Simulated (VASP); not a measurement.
Runs of VASP 6.6.1 on NbH. The structure is that of space group I4/mmm (No. 139), or close to it. The cells are those of the table. 

```tsv
cell	gap on the mesh (eV)	pressure (GPa)
a = 2.940 Å, angles 115.6, 115.6, 97.7°, 2 atoms	none	7.6
a = 3.017 Å, angles 115.6, 115.6, 97.7°, 2 atoms	none	(b)
a = 2.913 Å, angles 115.6, 115.6, 97.7°, 2 atoms	none	(a)
a = 2.966 Å, angles 115.6, 115.6, 97.7°, 2 atoms	none	1.6
a = 3.114 Å, angles 115.6, 115.6, 97.7°, 2 atoms	none	-21.7
```

Alike in all rows: task single point; level PBEsol; potentials or basis VASP PAW PBE potentials, release 64 (Nb_sv, H); no spin polarisation; k mesh 10 × 10 × 10; cutoff (eV) 500; smearing methfessel-paxton 0.1 eV.

**Question.** Fill in the values left out.

**Answer.** (a) 14.4; (b) -8.3.

Caveats: the PAW data sets were made with another functional, which shifts forces and pressure a little.

A k mesh can miss the band edges, and the runs leave out spin-orbit coupling on Nb.

A gap of «none» marks levels without a gap at the run's occupations.
